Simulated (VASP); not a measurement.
Co:

```
Co
1.0
     2.48737    0.00000    0.00000
    -1.24368    2.15412    0.00000
     0.00000    0.00000    4.06329
Co
2
Direct
  0.66667 0.33333 0.25986
  0.33333 0.66667 0.74014
```

Base run:

```yaml
Program: VASP 6.6.1
Functional: BLYP
Potentials_or_basis: VASP PAW PBE potentials, release 64 (Co)
Cutoff: 520 eV
k_mesh: 14 × 14 × 8
Occupations: fermi-dirac, width 0.1 eV
Spin: collinear spin, ferromagnetic start
Starting_moments: "[1.8, 1.8] μB"
```

Its results: pressure 9.1 GPa; net moment 3.12 μB per cell; site moments Co +1.57 μB; largest force 0.555 eV/Å.

Question: The run is repeated on the same cell with these changes: functional from BLYP to LDA; potentials or basis from VASP PAW PBE potentials, release 64 (Co) to VASP PAW LDA potentials, release 64 (Co). What comes out?

Answer: Pressure -18.7 GPa; net moment 3.06 μB per cell; site moments Co +1.53 μB; largest force 0.427 eV/Å.

Caveats: the PAW data sets were made with another functional, which shifts forces and pressure a little (some runs).
